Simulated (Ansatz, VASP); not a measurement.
## Ca3AsP in VASP and in Ansatz

```
Ca P As
1.0
     5.33390    0.00000    0.00000
     0.00000    5.33390    0.00000
     0.00000    0.00000    5.33390
Ca P As
3 1 1
Direct
  0.00000 0.50000 0.50000
  0.50000 0.00000 0.50000
  0.50000 0.50000 0.00000
  0.50000 0.50000 0.50000
  0.00000 0.00000 0.00000
```

Alike in both runs: task single point; functional PBE; k mesh 4 × 4 × 4; occupations gaussian, width 0.1 eV; no spin polarisation.

```csv
,VASP,Ansatz
version,VASP 6.6.1,Ansatz 0.2.0
potentials or method,"VASP PAW PBE potentials, release 64 (Ca_sv, P, As), cutoff 500 eV","scalar-relativistic, plane waves, PAW"
valence electrons in the cell,40,50
```

|  | VASP | Ansatz | Ansatz less VASP |
| --- | --- | --- | --- |
| gap on the k mesh at the Fermi level (eV) | 0.18 | 0.19 | +0.005 |
| least direct gap on the mesh (eV) | 0.18 | 0.19 | +0.005 |
| pressure (GPa) | 0.0 | -0.1 | -0.11 |

With one functional, cell and mesh, what is left measures potentials, basis and numerics. VASP's potentials hold 40 valence electrons a cell and Ansatz's 50, so a difference there can come from the potentials and not from the codes.
